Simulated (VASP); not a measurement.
# Sb (Im-3m) in VASP: notebook

Runs on Sb. Level: PBE. Tasks: single point.

Everything below comes from runs of VASP 6.6.1. Logs are shortened: lines on timing, memory, paths and dates and some standing lists are left out, and cuts for length are marked.

**1. The cell of the first run**

It takes space group Im-3m (No. 229, cubic). Conventional cell: a = 3.427 Å, b = 3.427 Å, c = 3.427 Å, α = 90.00°, β = 90.00°, γ = 90.00°. Sb (site symmetry m-3m) has 14 Sb at 2.97 to 3.43 Å within 3.9 Å.

**2. Single point, PBE**

Input file INCAR:

```
SYSTEM = Sb
PREC     = Accurate       ! precision mode
ENCUT    = 500            ! plane-wave cutoff, eV
EDIFF    = 1E-6           ! SCF threshold, eV
ISMEAR   = -1             ! smearing method
SIGMA    = 0.05           ! smearing width, eV
LREAL    = .FALSE.        ! projectors in reciprocal space
LASPH    = .TRUE.         ! aspherical terms in the spheres
NELM     = 120            ! most SCF steps
ALGO     = Normal         ! electronic algorithm
ISIF     = 2              ! what is computed and relaxed
LWAVE    = .FALSE.        ! write WAVECAR
LCHARG   = .TRUE.         ! write CHGCAR
GGA      = PE             ! functional
LELF     = .TRUE.         ! ELF
LVHAR    = .TRUE.       
NBANDS   = 8              ! bands
GGA_COMPAT= .FALSE.
```

Input file KPOINTS:

```
Automatic mesh
0
G
  12 12 12
  0 0 0
```

Input file POSCAR:

```
Sb
1.0
   -1.7134224700      1.7134224700      1.7134224700
    1.7134224700     -1.7134224700      1.7134224700
    1.7134224700      1.7134224700     -1.7134224700
Sb
1
Direct
    0.0000000000      0.0000000000      0.0000000000
```

Potentials or basis: VASP PAW PBE potentials, release 64 (Sb).

Command:

```bash
> cat potpaw_PBE.64/Sb/POTCAR > POTCAR
> mpirun -np 1 vasp_std > vasp.out
```

OUTCAR:

```text
SYSTEM = Sb
   PREC = Accurate
   ENCUT = 500
   EDIFF = 1E-6
   ISMEAR = -1
   LREAL = .FALSE.
   LASPH = .TRUE.
   NELM = 120
   ISIF = 2
   GGA = PE

 ion  position               nearest neighbor table
   1  0.000  0.000  0.000-

  LATTYP: Found a body centered cubic cell.
 ALAT       =     3.4268449400

  Lattice vectors:

 A1 = (  -1.7134224700,   1.7134224700,   1.7134224700)
 A2 = (   1.7134224700,  -1.7134224700,   1.7134224700)
 A3 = (   1.7134224700,   1.7134224700,  -1.7134224700)

Analysis of symmetry for initial positions (statically):
=====================================================================
 Subroutine PRICEL returns:
 Original cell was already a primitive cell.

 Routine SETGRP: Setting up the symmetry group for a
 body centered cubic supercell.

 Subroutine GETGRP returns: Found 48 space group operations
 (whereof 48 operations were pure point group operations)
 out of a pool of 48 trial point group operations.

The static configuration has the point symmetry O_h .

Analysis of symmetry for dynamics (positions and initial velocities):
=====================================================================
 Subroutine PRICEL returns:
 Original cell was already a primitive cell.

 Routine SETGRP: Setting up the symmetry group for a
 body centered cubic supercell.

 Subroutine GETGRP returns: Found 48 space group operations
 (whereof 48 operations were pure point group operations)
 out of a pool of 48 trial point group operations.

The dynamic configuration has the point symmetry O_h .

 Subroutine INISYM returns: Found 48 space group operations
 (whereof 48 operations are pure point group operations),
 and found     1 'primitive' translations

----------------------------------------------------------------------------------------

                                     Primitive cell

  volume of cell :      20.1212

  direct lattice vectors                    reciprocal lattice vectors
    -1.713422470  1.713422470  1.713422470     0.000000000  0.291813612  0.291813612
     1.713422470 -1.713422470  1.713422470     0.291813612  0.000000000  0.291813612
     1.713422470  1.713422470 -1.713422470     0.291813612  0.291813612  0.000000000

  length of vectors
     2.967734773  2.967734773  2.967734773     0.412686768  0.412686768  0.412686768

  position of ions in fractional coordinates (direct lattice)
     0.000000000  0.000000000  0.000000000

  ion indices of the primitive-cell ions
   primitive index   ion index
                 1           1

----------------------------------------------------------------------------------------

 KPOINTS: Automatic mesh

Automatic generation of k-mesh.
 Grid dimensions read from file:
 generate k-points for:   12   12   12

 Generating k-lattice:

  Cartesian coordinates                     Fractional coordinates (reciprocal lattice)
     0.000000000  0.024317801  0.024317801     0.083333333  0.000000000  0.000000000
     0.024317801  0.000000000  0.024317801     0.000000000  0.083333333  0.000000000
     0.024317801  0.024317801  0.000000000     0.000000000  0.000000000  0.083333333

  Length of vectors
     0.034390564  0.034390564  0.034390564

  Shift w.r.t. Gamma in fractional coordinates (k-lattice)
     0.000000000  0.000000000  0.000000000

 Subroutine IBZKPT returns following result:
 ===========================================

 Found     72 irreducible k-points:

 Following reciprocal coordinates:
            Coordinates               Weight
  0.000000  0.000000  0.000000      1.000000
  0.083333  0.000000  0.000000     12.000000
  0.166667  0.000000  0.000000     12.000000
  0.250000  0.000000  0.000000     12.000000
  0.333333  0.000000  0.000000     12.000000
  0.416667  0.000000  0.000000     12.000000
[... 16 lines left out ...]
  0.333333  0.083333  0.083333     24.000000
  0.416667  0.083333  0.083333     12.000000
 [... further k-points ...]
   k-points           NKPTS =     72   k-points in BZ     NKDIM =     72   number of bands    NBANDS=      8
   number of dos      NEDOS =    301   number of ions     NIONS =      1
   total plane-waves  NPLWV =  13824
   dimension x,y,z NGX =    24 NGY =   24 NGZ =   24
   dimension x,y,z NGXF=    48 NGYF=   48 NGZF=   48
   ions per type =               1
   NGX,Y,Z   is equivalent  to a cutoff of  13.44, 13.44, 13.44 a.u.
   NGXF,Y,Z  is equivalent  to a cutoff of  26.89, 26.89, 26.89 a.u.
 SYSTEM =  Sb
   PREC   = accura    normal or accurate (medium, high low for compatibility)
   ISTART =      0    job   : 0-new  1-cont  2-samecut
   ICHARG =      2    charge: 1-file 2-atom 10-const
   ISPIN  =      1    spin polarized calculation?
   LNONCOLLINEAR =      F non collinear calculations
   LSORBIT =      F    spin-orbit coupling
   LASPH  =      T    aspherical Exc in radial PAW
   ENCUT  =  500.0 eV  36.75 Ry    6.06 a.u.   5.41  5.41  5.41*2*pi/ulx,y,z
   NELM   =    120;   NELMIN=  2; NELMDL= -5     # of ELM steps
   EDIFF  = 0.1E-05   stopping-criterion for ELM
   LREAL  =      F    real-space projection
   EDIFFG = 0.1E-04   stopping-criterion for IOM
   NSW    =      0    number of steps for IOM
   IBRION =     -1    ionic relax: 0-MD 1-quasi-New 2-CG
   NFREE  =      0    steps in history (QN), initial steepest desc. (CG)
   ISIF   =      2    stress and relaxation
   ISYM   =      2    0-nonsym 1-usesym 2-fastsym
   POTIM  = 0.5000    time-step for ionic-motion
   TEBEG  =    0.0;   TEEND  =   0.0 temperature during run
   PSTRESS=    0.0 pullay stress
   NELECT =       5.0000    total number of electrons
   NUPDOWN=      -1.0000    fix difference up-down
   EMIN   =  10.00;   EMAX   =-10.00  energy-range for DOS
   EFERMI =   0.00;   METHOD = LEGACY
   ISMEAR =    -1;   SIGMA  =   0.05  broadening in eV -4-tet -1-fermi 0-gaus
   EFERMI_NEDOS =   21; number of points for ismear=-14 and -15
   IALGO  =     38    algorithm
   IMIX   =      4    mixing-type and parameters
     AMIX     =   0.40;   BMIX     =  1.00
     AMIX_MAG =   1.60;   BMIX_MAG =  1.00
  volume/ion in A,a.u.               =      20.12       135.78
  Fermi-wavevector in a.u.,A,eV,Ry     =   1.029233  1.944968 14.412932  1.059321
  Thomas-Fermi vector in A             =   2.163270
   LORBIT       =      0    0 simple, 1 ext, 2 COOP (PROOUT), +10 PAW based schemes
   GGA     = PE    functional components
   LHFCALC =     F    Hartree Fock is set to
   AEXX    =    0.0000 exact exchange contribution
   IVDW    =     0    specifies the selected vdW correction
   LEPSILON=     F    determine dielectric tensor
   LRPA    =     F    only Hartree local field effects (RPA)
 non-spin polarized calculation
  energy-cutoff  :      500.00
  volume of cell :       20.12
 maximum number of plane-waves:       532
 NGX is ok and might be reduce to    24
   NGX = 11   NGY = 11   NGZ = 11

 number of electron       4.9999999 magnetization

 Free energy of the ion-electron system (eV)
  ---------------------------------------------------
  ext. energy  EPLUGINS =         0.00000000
  ---------------------------------------------------
  free energy    TOTEN  =        -3.30135159 eV

  energy without entropy =       -3.29585880  energy(sigma->0) =       -3.29860520

 E-fermi :  12.8952     XC(G=0): -11.5540

 val. band max:       12.8661268199   @ k =   0.5000   0.5000   0.3333
 cond. band min:      12.9241169531   @ k =  -0.2500   0.2500   0.0833
 fundamental gap:      0.0579901333
 Fermi energy:        12.8951796264

 k-point     1 :       0.0000    0.0000    0.0000
  band No.  band energies     occupation
      1      -2.7223      2.00000
      2      21.0032      0.00000
      3      21.0032      0.00000
      4      21.0032      0.00000
      5      24.5674      0.00000
      6      24.5674      0.00000
      7      24.5674      0.00000
      8      24.7083      0.00000

 k-point     2 :       0.0833    0.0000    0.0000
  band No.  band energies     occupation
      1      -2.5334      2.00000
      2      19.3105      0.00000
      3      20.1392      0.00000
      4      20.6871      0.00000
      5      23.1806      0.00000
      6      23.2250      0.00000
      7      24.3585      0.00000
      8      25.4578      0.00000

 k-point     3 :       0.1667    0.0000    0.0000
  band No.  band energies     occupation
      1      -1.9661      2.00000
      2      16.1021      0.00000
      3      18.6419      0.00000
      4      19.8517      0.00000
      5      22.0953      0.00000
      6      22.1687      0.00000
      7      24.4564      0.00000
      8      26.0140      0.00000

 k-point     4 :       0.2500    0.0000    0.0000
  band No.  band energies     occupation
      1      -1.0204      2.00000
      2      12.7791      1.82133
      3      17.2440      0.00000
      4      18.8855      0.00000
      5      21.2330      0.00000
      6      21.4048      0.00000
      7      25.1827      0.00000
      8      26.6453      0.00000

 k-point     5 :       0.3333    0.0000    0.0000
  band No.  band energies     occupation
      1       0.2983      2.00000
      2       9.6658      2.00000
      3      16.1526      0.00000
      4      18.0829      0.00000
      5      20.6265      0.00000
      6      20.8722      0.00000
      7      26.3193      0.00000
      8      27.4369      0.00000
[... 177 lines left out ...]
 k-point    22 :       0.2500    0.0833    0.0833
  band No.  band energies     occupation
      1       0.6714      2.00000
      2       9.9085      2.00000
      3      14.0038      0.00000
      4      15.3960      0.00000
      5      23.5680      0.00000
      6      23.6290      0.00000
      7      26.7192      0.00000
      8      27.6292      0.00000

 k-point    23 :       0.3333    0.0833    0.0833
  band No.  band energies     occupation
      1       2.3080      2.00000
      2       7.2513      2.00000
      3      13.3055      0.00055
      4      14.8936      0.00000
      5      23.2471      0.00000
      6      23.2795      0.00000
      7      28.0641      0.00000
      8      28.6748      0.00000

 k-point    24 :       0.4167    0.0833    0.0833
  band No.  band energies     occupation
      1       3.6465      2.00000
      2       5.5624      2.00000
      3      13.0752      0.05322
      4      14.7241      0.00000
      5      23.1351      0.00000
      6      23.1560      0.00000
      7      29.3396      0.00000
      8      29.7981      0.00000

 [... further k-points ...]
[... 5 lines left out ...]
  --------------------------------------------------------------------------------------
  -------------------------------------------------------------------------------------
  Total        4.6454647      4.6454647      4.6454647      0.0000000      0.0000000      0.0000000
  in kB      369.9017488    369.9017488    369.9017488      0.0000000      0.0000000      0.0000000
  external PRESSURE =     369.9017488 kB  Pullay stress =       0.0000000 kB

 VOLUME and BASIS-vectors are now :
 -----------------------------------------------------------------------------
  energy-cutoff  :      500.00
  volume of cell :       20.12
      direct lattice vectors                 reciprocal lattice vectors
    -1.713422470  1.713422470  1.713422470     0.000000000  0.291813612  0.291813612
     1.713422470 -1.713422470  1.713422470     0.291813612  0.000000000  0.291813612
     1.713422470  1.713422470 -1.713422470     0.291813612  0.291813612  0.000000000

 POSITION                                       TOTAL-FORCE (eV/Angst)
 -----------------------------------------------------------------------------------
      0.00000      0.00000      0.00000         0.000000     -0.000000     -0.000000
 -----------------------------------------------------------------------------------
    total drift:                                0.000000      0.000000      0.000000

  FREE ENERGIE OF THE ION-ELECTRON SYSTEM (eV)
  ---------------------------------------------------
  free  energy   TOTEN  =        -3.3013515899 eV

  energy  without entropy=       -3.2958588038  energy(sigma->0) =       -3.29860520
```

It took 4.6 s on 1 thread of Intel Xeon 6975P-C (Granite Rapids), shared host; peak memory 0.13 GiB.

What came out:

| Property | Result |
| --- | --- |
| Free energy | -3.3014 eV |
| Pressure | 37.0 GPa |

Levels at points of the mesh, in eV from the Fermi level:
```
           k point  band 1  band 2  band 3  band 4  band 5  band 6  band 7  band 8
(0.00, 0.00, 0.00)  -15.62    8.11    8.11    8.11   11.67   11.67   11.67   11.81
(0.50, 0.00, 0.00)   -9.55   -7.75    2.33    4.50    7.25    7.57   16.02   16.59
(0.50, 0.50, 0.50)   -4.01   -2.84   -2.84   -2.84    2.22    2.22   18.77   19.18
```

Caveat: spin-orbit coupling is left out, which moves the levels of the heavy elements.

**3. Single point, PBE**

This run uses another cell than the first one, of 20.53 Å³/atom, 1.020 times its volume.

Input file INCAR:

```
PREC = Accurate
ENCUT = 500
EDIFF = 1E-6
ISMEAR = -1
SIGMA = 0.05
LREAL = False
LASPH = True
NELM = 120
ALGO = Normal
ISIF = 2
LWAVE = False
LCHARG = False
GGA = PE
NBANDS = 8
GGA_COMPAT = False
```

Input file KPOINTS:

```
Automatic mesh
0
Gamma
  12 12 12
```

Input file POSCAR:

```
Sb
1.0
   -1.7250000000      1.7250000000      1.7250000000
    1.7250000000     -1.7250000000      1.7250000000
    1.7250000000      1.7250000000     -1.7250000000
Sb
1
Direct
    0.0000000000      0.0000000000      0.0000000000
```

Potentials or basis: VASP PAW PBE potentials, release 64 (Sb).

Command:

```bash
> cat potpaw_PBE.64/Sb/POTCAR > POTCAR
> mpirun -np 1 vasp_std > vasp.out
```

OUTCAR:

```text
PREC = Accurate
   ENCUT = 500
   EDIFF = 1E-6
   ISMEAR = -1
   LREAL = False
   LASPH = True
   NELM = 120
   ISIF = 2
   GGA = PE

 ion  position               nearest neighbor table
   1  0.000  0.000  0.000-

  LATTYP: Found a body centered cubic cell.
 ALAT       =     3.4500000000

  Lattice vectors:

 A1 = (  -1.7250000000,   1.7250000000,   1.7250000000)
 A2 = (   1.7250000000,  -1.7250000000,   1.7250000000)
[... 434 lines left out ...]
 k-point    24 :       0.4167    0.0833    0.0833
  band No.  band energies     occupation
      1       3.3551      2.00000
      2       5.3752      2.00000
      3      12.7206      0.04845
      4      14.3850      0.00000
      5      22.6593      0.00000
      6      22.7375      0.00000
      7      28.8036      0.00000
      8      29.3484      0.00000

 [... further k-points ...]
[... 5 lines left out ...]
  --------------------------------------------------------------------------------------
  -------------------------------------------------------------------------------------
  Total        4.2318961      4.2318961      4.2318961     -0.0000000     -0.0000000      0.0000000
  in kB      330.2313453    330.2313453    330.2313453     -0.0000000     -0.0000000      0.0000000
  external PRESSURE =     330.2313453 kB  Pullay stress =       0.0000000 kB

 VOLUME and BASIS-vectors are now :
 -----------------------------------------------------------------------------
  energy-cutoff  :      500.00
  volume of cell :       20.53
      direct lattice vectors                 reciprocal lattice vectors
    -1.725000000  1.725000000  1.725000000     0.000000000  0.289855072  0.289855072
     1.725000000 -1.725000000  1.725000000     0.289855072  0.000000000  0.289855072
     1.725000000  1.725000000 -1.725000000     0.289855072  0.289855072  0.000000000

 POSITION                                       TOTAL-FORCE (eV/Angst)
 -----------------------------------------------------------------------------------
      0.00000      0.00000      0.00000        -0.000000     -0.000000     -0.000000
 -----------------------------------------------------------------------------------
    total drift:                                0.000000     -0.000000      0.000000

  FREE ENERGIE OF THE ION-ELECTRON SYSTEM (eV)
  ---------------------------------------------------
  free  energy   TOTEN  =        -3.3909544595 eV

  energy  without entropy=       -3.3850358076  energy(sigma->0) =       -3.38799513
```

OSZICAR:

```text
N       E                     dE             d eps       ncg     rms          rms(c)
DAV:   1     0.510426404583E+01    0.51043E+01   -0.17284E+03  1184   0.405E+02
DAV:   2    -0.332312120676E+01   -0.84274E+01   -0.80548E+01  1640   0.535E+01
DAV:   3    -0.339880967231E+01   -0.75688E-01   -0.75492E-01  1456   0.579E+00
DAV:   4    -0.339898349272E+01   -0.17382E-03   -0.17382E-03  1688   0.312E-01
DAV:   5    -0.339898379316E+01   -0.30044E-06   -0.30107E-06  1544   0.888E-03    0.294E+00
DAV:   6    -0.339392556015E+01    0.50582E-02   -0.36242E-04  1696   0.135E-01    0.177E+00
DAV:   7    -0.339095952036E+01    0.29660E-02   -0.91815E-04  1544   0.205E-01    0.486E-02
DAV:   8    -0.339095484910E+01    0.46713E-05   -0.23573E-05  1512   0.321E-02    0.610E-03
DAV:   9    -0.339095445951E+01    0.38959E-06   -0.61730E-07  1600   0.527E-03
   1 F= -.33909545E+01 E0= -.33879951E+01  d E =-.591865E-02
```

stdout:

```text
POSCAR found type information on POSCAR Sb
 POSCAR found :  1 types and       1 ions
 scaLAPACK will be used
 LDA part: xc-table for (Slater+PW92), standard interpolation
 POSCAR, INCAR and KPOINTS ok, starting setup
 FFT: planning ... GRIDC
 FFT: planning ... GRID_SOFT
 FFT: planning ... GRID
 WAVECAR not read
 entering main loop
```

Wall time 5.3 s (1 thread of Intel Xeon 6975P-C (Granite Rapids), shared host); peak memory 0.13 GiB.

What came out:

- Free energy: -3.3910 eV
- Pressure: 33.0 GPa

Caveat: spin-orbit coupling is left out, which moves the levels of the heavy elements.

**4. Single point, PBE**

This run uses another cell than the first one, of 20.94 Å³/atom, 1.041 times its volume.

Input file INCAR:

```
SYSTEM = Sb
PREC = Accurate
ENCUT = 500
EDIFF = 1E-6
ISMEAR = -1
SIGMA = 0.05
LREAL = .FALSE.
LASPH = .TRUE.
NELM = 120
ALGO = Normal
ISIF = 2
LWAVE = .FALSE.
LCHARG = .FALSE.
GGA = PE
NBANDS = 8
GGA_COMPAT = .FALSE.
```

Input file KPOINTS:

```
regular mesh
0
G
  12 12 12
  0 0 0
```

Input file POSCAR:

```
Sb
1.0
   -1.7364241740      1.7364241740      1.7364241740
    1.7364241740     -1.7364241740      1.7364241740
    1.7364241740      1.7364241740     -1.7364241740
Sb
1
Direct
    0.0000000000      0.0000000000      0.0000000000
```

Command:

```bash
> cat potpaw_PBE.64/Sb/POTCAR > POTCAR
> mpirun -np 1 vasp_std > vasp.out
```

It took 3.9 s on 1 thread of Intel Xeon 6975P-C (Granite Rapids), shared host; peak memory 0.14 GiB.

The run converged. Its results:

```yaml
Free_energy: -3.4709 eV
Pressure: 29.4 GPa
```

Levels at points of the mesh, in eV from the Fermi level:
```
           k point  band 1  band 2  band 3  band 4  band 5  band 6
(0.00, 0.00, 0.00)  -15.16    7.72    7.72    7.72   11.53   11.53
(0.50, 0.00, 0.00)   -9.41   -7.40    2.26    4.44    7.22    7.40
(0.50, 0.50, 0.50)   -4.24   -2.69   -2.69   -2.69    2.35    2.35
```

Caveat: spin-orbit coupling is left out, which moves the levels of the heavy elements.

(Continued in part 2 of 2.)
